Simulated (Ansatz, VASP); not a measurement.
Two plane-wave programs on WF2

```xyz
3
Lattice="0.0000 2.6748 2.6748 2.6748 0.0000 2.6748 2.6748 2.6748 0.0000" Properties=species:S:1:pos:R:3 pbc="T T T"
W     0.0000    0.0000    0.0000
F     1.3374    1.3374    1.3374
F     4.0122    4.0122    4.0122
```

Alike in both runs: task single point; functional PBEsol; k mesh 14 × 14 × 14; occupations gaussian, width 0.1 eV; no spin polarisation.

```csv
,VASP,Ansatz
version,VASP 6.6.1,Ansatz 0.2.0
potentials or method,"VASP PAW PBE potentials, release 64 (W_sv, F), cutoff 520 eV","scalar-relativistic, plane waves, PAW"
valence electrons in the cell,28,28
```

```csv
,VASP,Ansatz,Ansatz less VASP
gap on the k mesh at the Fermi level (eV),none,none,-
pressure (GPa),-13.3,-13.7,-0.35
```

VASP's potentials were made for PBE, not for PBEsol. A gap of «none» marks a metal or a gap that the smearing closes. With one functional, cell and mesh, what is left measures potentials, basis and numerics.

Neither program's run includes spin-orbit coupling.
